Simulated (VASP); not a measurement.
A run of VASP 6.6.1 is set up as follows.

INCAR

```
PREC = Accurate
ENCUT = 520
EDIFF = 1E-6
ISMEAR = -1
SIGMA = 0.03
LREAL = False
LASPH = True
NELM = 100
ALGO = Normal
ISIF = 2
LWAVE = False
LCHARG = False
NBANDS = 11
```

File KPOINTS:

```
Automatic mesh
0
Gamma
  15 15 15
```

The input POSCAR:

```
BAs
1.0
    0.0000000000      2.3562190158      2.3562190158
    2.3562190158      0.0000000000      2.3562190158
    2.3562190158      2.3562190158      0.0000000000
B As
1 1
Direct
    0.0000000000      0.0000000000      0.0000000000
    0.7500000000      0.7500000000      0.7500000000
```

Potentials or basis: VASP PAW LDA potentials, release 64 (B, As).

Launch:

```sh
$ cat potpaw_LDA.64/B/POTCAR potpaw_LDA.64/As/POTCAR > POTCAR
$ mpirun -np 1 vasp_std > vasp.out
```

Predict the pressure.

2.9 GPa.

Estimate the band gap on the k mesh.

1.09 eV (least direct gap 3.30 eV).

Caveat: an odd mesh through Γ misses points on the zone boundary, where band edges can lie.
